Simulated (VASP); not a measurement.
# GaN in VASP: settings compared, part 2 of 2

VASP 6.6.1. Earlier steps stand in the parts before.

## 3. Single point, PBEsol (strained)

The input, INCAR:

```
ALGO     = Normal         # electronic algorithm
EDIFF    = 1E-6           # SCF threshold, eV
ENCUT    = 520            # plane-wave cutoff, eV
GGA      = PS             # functional
ISIF     = 2              # what is computed and relaxed
ISMEAR   = 0              # smearing method
LASPH    = True           # aspherical terms in the spheres
LCHARG   = False          # write CHGCAR
LREAL    = False          # projectors in reciprocal space
LWAVE    = False          # write WAVECAR
NBANDS   = 16             # bands
NELM     = 80             # most SCF steps
PREC     = Accurate       # precision mode
SIGMA    = 0.02           # smearing width, eV
```

The input, KPOINTS:

```
k-points
0
Gamma
  10 10 10
```

The input, POSCAR:

```
GaN
1.0
    0.0000000000      2.1830336435      2.1830336435
    2.1830336435      0.0000000000      2.1830336435
    2.1830336435      2.1830336435      0.0000000000
Ga N
1 1
Direct
    0.0000000000      0.0000000000      0.0000000000
    0.7500000000      0.7500000000      0.7500000000
```

Potentials or basis: VASP PAW PBE potentials, release 64 (Ga_d, N).

Run with:

```bash
$ cat potpaw_PBE.64/Ga_d/POTCAR potpaw_PBE.64/N/POTCAR > POTCAR
$ mpirun -np 1 vasp_std > vasp.out
```

It took 12 s on 1 thread of Intel Xeon Platinum 8259CL at 2.50GHz (Skylake/Cascade Lake), shared host; peak memory 0.14 GiB.

Results (log left out):

```
Free energy            : -13.0099 eV
Pressure               : 20.1 GPa
Band gap on the k mesh : 2.29 eV, direct
```

Levels at points of the mesh, in eV from the valence-band top:
| k point | band 5 | band 6 | band 7 | band 8 | band 9 | band 10 | band 11 | band 12 | band 13 | band 14 |
| --- | --- | --- | --- | --- | --- | --- | --- | --- | --- | --- |
| (0.00, 0.00, 0.00) | -13.10 | -13.10 | 0.00 | 0.00 | 0.00 | 2.29 | 10.80 | 10.80 | 10.80 | 18.64 |
| (0.50, 0.00, 0.00) | -13.04 | -11.84 | -7.78 | -1.11 | -1.11 | 5.22 | 9.10 | 10.75 | 10.75 | 16.27 |
| (0.50, 0.50, 0.00) | -13.00 | -11.43 | -6.59 | -3.09 | -3.09 | 3.24 | 7.09 | 12.30 | 14.90 | 14.90 |

Caveat: the cell differs from its parent crystal (strained); the PAW data sets were made with another functional, which shifts forces and pressure a little.

## 4. Single point, PBEsol (strained and its atoms moved)

The input, INCAR:

```
  ALGO = Normal
  EDIFF = 1E-6
  ENCUT = 520
  GGA = PS
  ISIF = 2
  ISMEAR = 0
  LASPH = True
  LCHARG = False
  LREAL = False
  LWAVE = False
  NBANDS = 16
  NELM = 100
  PREC = Accurate
  SIGMA = 0.02
```

KPOINTS is that of step 3.

The input, POSCAR:

```
GaN
1.0
    0.0000000000      2.3383674404      2.3383674404
    2.3383674404      0.0000000000      2.3383674404
    2.3383674404      2.3383674404      0.0000000000
Ga N
1 1
Direct
    0.0000000000      0.0000000000      0.0000000000
    0.7500000000      0.7500000000      0.7500000000
```

Run with:

```bash
$ cat potpaw_PBE.64/Ga_d/POTCAR potpaw_PBE.64/N/POTCAR > POTCAR
$ mpirun -np 1 vasp_std > vasp.out
```

Run time: 24 s. Hardware: 1 thread of Intel Xeon Platinum 8259CL at 2.50GHz (Skylake/Cascade Lake), shared host; peak memory 0.16 GiB.

The run converged. Its results:

* Free energy: -12.9553 eV
* Pressure: -17.1 GPa
* Band gap on the k mesh: 0.98 eV, direct

Levels at points of the mesh, in eV from the valence-band top:
```
           k point  band 6  band 7  band 8  band 9  band 10  band 11  band 12  band 13
(0.00, 0.00, 0.00)  -13.12    0.00    0.00    0.00     0.98     9.53     9.53     9.53
(0.50, 0.00, 0.00)  -11.84   -6.43   -0.85   -0.85     3.83     8.07     9.69     9.69
(0.50, 0.50, 0.00)  -11.40   -5.74   -2.37   -2.37     3.19     5.90    10.84    12.74
```

Caveat: the cell differs from its parent crystal (strained and its atoms moved); the PAW data sets were made with another functional, which shifts forces and pressure a little.

## 5. Single point, r2SCAN (functional r2SCAN, strained)

The input, POSCAR:

```
GaN
1.0
    0.0000000000      2.2408584691      2.2408584691
    2.2408584691      0.0000000000      2.2408584691
    2.2408584691      2.2408584691      0.0000000000
Ga N
1 1
Direct
    0.0000000000      0.0000000000      0.0000000000
    0.7500000000      0.7500000000      0.7500000000
```

The input, INCAR.step1:

```
SYSTEM = GaN
PREC = Accurate ; ENCUT = 520
ISMEAR = 0 ; SIGMA = 0.02
LREAL = .FALSE. ; LASPH = .TRUE.
NELM = 100 ; NBANDS = 16
GGA = PE ; ALGO = Normal
EDIFF = 1E-4 ; LWAVE = .TRUE.
LCHARG = .FALSE.
```

The input, INCAR.step2:

```
SYSTEM = GaN
PREC = Accurate ; ENCUT = 520
EDIFF = 1E-6 ; ISMEAR = 0
SIGMA = 0.02 ; LREAL = .FALSE.
LASPH = .TRUE. ; NELM = 100
ALGO = Normal ; ISIF = 2
LWAVE = .FALSE. ; LCHARG = .FALSE.
METAGGA = R2SCAN ; LMIXTAU = .TRUE.
NBANDS = 16 ; ISTART = 1
```

The input, KPOINTS:

```
Automatic mesh
0
G
  10 10 10
  0 0 0
```

Potentials or basis: VASP PAW PBE potentials, release 64 (Ga_d, N).

Run with:

```bash
$ cat potpaw_PBE.64/Ga_d/POTCAR potpaw_PBE.64/N/POTCAR > POTCAR
$ cp INCAR.step1 INCAR
$ mpirun -np 1 vasp_std > vasp.out
$ cp INCAR.step2 INCAR
$ mpirun -np 1 vasp_std > vasp.out
```

OUTCAR:

```text
SYSTEM = GaN
   PREC = Accurate
   ENCUT = 520
   EDIFF = 1E-6
   ISMEAR = 0
   LREAL = .FALSE.
   LASPH = .TRUE.
   NELM = 100
   ISIF = 2
   METAGGA = R2SCAN
   ISTART = 1

 ion  position               nearest neighbor table
   1  0.000  0.000  0.000-   2 1.94   2 1.94   2 1.94   2 1.94
   2  0.750  0.750  0.750-   1 1.94   1 1.94   1 1.94   1 1.94

  LATTYP: Found a face centered cubic cell.
 ALAT       =     4.4817169382

  Lattice vectors:

[... 641 lines left out ...]
 [... further k-points ...]

------------------------ aborting loop because EDIFF is reached ----------------------------------------

  FORCE on cell =-STRESS in cart. coord.  units (eV):
  Direction    XX          YY          ZZ          XY          YZ          ZX
  --------------------------------------------------------------------------------------
  -------------------------------------------------------------------------------------
  Total        0.4597681      0.4597681      0.4597681      0.0000000     -0.0000000     -0.0000000
  in kB       32.7322702     32.7322702     32.7322702      0.0000000     -0.0000000     -0.0000000
  external PRESSURE =      32.7322702 kB  Pullay stress =       0.0000000 kB

 VOLUME and BASIS-vectors are now :
 -----------------------------------------------------------------------------
  energy-cutoff  :      520.00
  volume of cell :       22.50
      direct lattice vectors                 reciprocal lattice vectors
     0.000000000  2.240858469  2.240858469    -0.223128773  0.223128773  0.223128773
     2.240858469  0.000000000  2.240858469     0.223128773 -0.223128773  0.223128773
     2.240858469  2.240858469  0.000000000     0.223128773  0.223128773 -0.223128773

 POSITION                                       TOTAL-FORCE (eV/Angst)
 -----------------------------------------------------------------------------------
      0.00000      0.00000      0.00000        -0.000000     -0.000000      0.000000
      3.36129      3.36129      3.36129         0.000000      0.000000     -0.000000
 -----------------------------------------------------------------------------------
    total drift:                               -0.000007     -0.000007     -0.000008

  FREE ENERGIE OF THE ION-ELECTRON SYSTEM (eV)
  ---------------------------------------------------
  free  energy   TOTEN  =       -21.8927917470 eV

  energy  without entropy=      -21.8927917470  energy(sigma->0) =      -21.89279175
```

OUTCAR.step1:

```text
SYSTEM = GaN
   PREC = Accurate
   ENCUT = 520
   ISMEAR = 0
   LREAL = .FALSE.
   LASPH = .TRUE.
[... 677 lines left out ...]
      0.00000      0.00000      0.00000        -0.000000      0.000000     -0.000000
      3.36129      3.36129      3.36129         0.000000     -0.000000      0.000000
 -----------------------------------------------------------------------------------
    total drift:                               -0.000001     -0.000001     -0.000002

  FREE ENERGIE OF THE ION-ELECTRON SYSTEM (eV)
  ---------------------------------------------------
  free  energy   TOTEN  =       -12.1268806139 eV

  energy  without entropy=      -12.1268806139  energy(sigma->0) =      -12.12688061
```

It took 44 s on 1 thread of Intel Xeon Platinum 8259CL at 2.50GHz (Skylake/Cascade Lake), shared host; peak memory 0.15 GiB.

What came out:

| Property | Result |
| --- | --- |
| Free energy | -21.8928 eV |
| Pressure | 3.3 GPa |
| Band gap on the k mesh | 2.23 eV, direct |

Caveat: the cell differs from its parent crystal (functional r2SCAN, strained); the PAW data sets were made with another functional, which shifts forces and pressure a little.

## 6. The runs side by side

| level | cell | gap on the mesh (eV) | pressure (GPa) |
| --- | --- | --- | --- |
| PBEsol | a = 3.370, b = 3.329, c = 3.340 Å, angles 60.3, 59.6, 59.7°, 2 atoms | 0.67 | -20.0 |
| PBEsol | a = 3.087 Å, angles 60.0°, 2 atoms | 2.29 | 20.1 |
| PBEsol | a = 3.307 Å, angles 60.0°, 2 atoms | 0.98 | -17.1 |
| r2SCAN | a = 3.169 Å, angles 60.0°, 2 atoms | 2.23 | 3.3 |

Alike in all rows: task single point; potentials or basis VASP PAW PBE potentials, release 64 (Ga_d, N); no spin polarisation; k mesh 10 × 10 × 10; cutoff (eV) 520; smearing gaussian 0.02 eV.

Caveats: the PAW data sets were made with another functional, which shifts forces and pressure a little.

Absolute energies hang on the potentials; compare differences alone.
